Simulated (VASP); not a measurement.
Wanted: the native input for a VASP 6.6.1 run.

| Quantity | Value |
| --- | --- |
| Task | relaxation of cell and atoms |
| Functional | PBE-based screened hybrid with 25 % exact exchange |
| Potentials or basis | VASP PAW PBE potentials, release 64 (Nb_sv) |
| Cutoff | 600 eV |
| k mesh | 5 × 5 × 5 |
| Occupations | fermi-dirac, width 0.05 eV |
| Spin | no spin polarisation |
| Dipole correction | no |
| Grid for exact exchange (PRECFOCK) | Normal |
| Share of exact exchange | 0.25 |
| Further INCAR settings | ALGO = Normal; EDIFF = 1e-06; IBRION = 2; EDIFFG = -0.01; NSW = 60; ISIF = 3 |
| Screening parameter | 0.3 1/Å |

Nb:

```
Nb
1.0
     2.71964    0.00000    0.00000
     0.00000    2.71964    0.00000
     0.00000    0.00000    2.71964
Nb
1
Direct
  0.50000 0.50000 0.50000
```

This isn't the form of Nb at room conditions, which is bcc.

These files were run (other wordings do the same):

POSCAR

```
Nb
1.0
    2.7196400000      0.0000000000      0.0000000000
    0.0000000000      2.7196400000      0.0000000000
    0.0000000000      0.0000000000      2.7196400000
Nb
1
Direct
    0.5000000000      0.5000000000      0.5000000000
```

INCAR.step1

```
PREC = Accurate
ENCUT = 600
EDIFF = 1E-5
ISMEAR = -1
SIGMA = 0.05
LREAL = F
LASPH = T
NELM = 60
ALGO = Normal
LWAVE = T
LCHARG = F
GGA = PE
NBANDS = 12
```

INCAR.step2

```
PREC = Accurate
ENCUT = 600
EDIFF = 1E-6
ISMEAR = -1
SIGMA = 0.05
LREAL = F
LASPH = T
NELM = 60
ALGO = Normal
ISIF = 3
LWAVE = F
LCHARG = F
GGA = PE
LHFCALC = T
AEXX = 0.25
HFSCREEN = 0.3
PRECFOCK = Normal
IBRION = 2
NSW = 60
EDIFFG = -0.01
ISTART = 1
```

KPOINTS

```
Automatic mesh
0
Gamma
  5 5 5
```

Potentials or basis: VASP PAW PBE potentials, release 64 (Nb_sv).

Launch:

```sh
$ cat potpaw_PBE.64/Nb_sv/POTCAR > POTCAR
$ cp INCAR.step1 INCAR
$ mpirun -np 1 vasp_std > vasp.out
$ cp INCAR.step2 INCAR
$ mpirun -np 1 vasp_std > vasp.out
```

It gave:

* Relaxed volume: 20.86 Å³/atom
* Relaxed cell: a = 2.753 Å, b = 2.753 Å, c = 2.753 Å, α = 90.00°, β = 90.00°, γ = 90.00°
* Space group after relaxing (to 0.1 Å): Pm-3m (No. 221)
* Energy gained by relaxing: 10.2 meV/atom
* Ionic steps: 3
* Pressure after relaxing: 0.0 GPa
* Band gap on the k mesh: zero (an odd number of electrons rules out a gap without spin polarisation)

Caveat: the k points lie up to 0.46 Å⁻¹ apart in the final cell, too coarse for converged energies and pressures of a metal; the PAW data sets were made with another functional, which shifts forces and pressure a little.

Run time: 10 min on 1 thread of Intel(R) Xeon(R) Platinum 8488C (Sapphire Rapids), with other jobs on the host, peak memory 0.25 GiB.
